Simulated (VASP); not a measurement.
Crystal: NaCl.

```
Cl Na
1.0
     0.00000    2.73703    2.73703
     2.73703    0.00000    2.73703
     2.73703    2.73703    0.00000
Cl Na
1 1
Direct
  0.50000 0.50000 0.50000
  0.00000 0.00000 0.00000
```

This cell differs from its parent crystal: volume scaled by 0.94.

Base run:

* Program: VASP 6.6.1
* Functional: PBE
* Potentials or basis: VASP PAW PBE potentials, release 64 (Cl, Na_pv)
* Cutoff: 520 eV
* k mesh: 8 × 8 × 8
* Occupations: fermi-dirac, width 0.05 eV
* Spin: no spin polarisation

Its results: band gap on the k mesh 5.48 eV, direct; pressure 3.7 GPa.

**Question.** The run is repeated on the same cell with these changes: functional from PBE to PBEsol; further incar settings from ALGO = Normal; EDIFF = 1e-06; NBANDS = 14 to ALGO = Normal; EDIFF = 1e-07; NBANDS = 14. What comes out?

**Answer.** Band gap on the k mesh 5.28 eV, direct; pressure 2.2 GPa.

Caveats: the PAW data sets were made with another functional, which shifts forces and pressure a little (some runs).

